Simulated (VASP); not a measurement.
Input of a VASP 6.6.1 run:

Contents of INCAR:

```
SYSTEM = Sb
ALGO = Normal
EDIFF = 1E-7
ENCUT = 520
GGA = PS
ISIF = 2
ISMEAR = -1
LASPH = .TRUE.
LCHARG = .FALSE.
LREAL = .FALSE.
LWAVE = .FALSE.
NBANDS = 12
NELM = 60
PREC = Accurate
SIGMA = 0.05
```

File KPOINTS:

```
k-points
0
G
  12 12 7
  0 0 0
```

POSCAR

```
Sb
1.0
    3.3690001795      0.0000000000      0.0000000000
   -1.6845000898      2.9176397408      0.0000000000
    0.0000000000      0.0000000000      5.3300000000
Sb
2
Direct
    0.3333333333      0.6666666667      0.2500000000
    0.6666666667      0.3333333333      0.7500000000
```

Potentials or basis: VASP PAW PBE potentials, release 64 (Sb).

The run is started by

```console
$ cat potpaw_PBE.64/Sb/POTCAR > POTCAR
$ mpirun -np 1 vasp_std > vasp.out
```

(1) Estimate the band gap on the k mesh.

(2) What does it give for the pressure?

## Answers

(1) zero (band 5 reaches 12.77 eV, above the bottom of band 6 at 5.79 eV).

(2) -0.2 GPa.

Caveat: the PAW data sets were made with another functional, which shifts forces and pressure a little; spin-orbit coupling is left out, which moves the levels of the heavy elements.
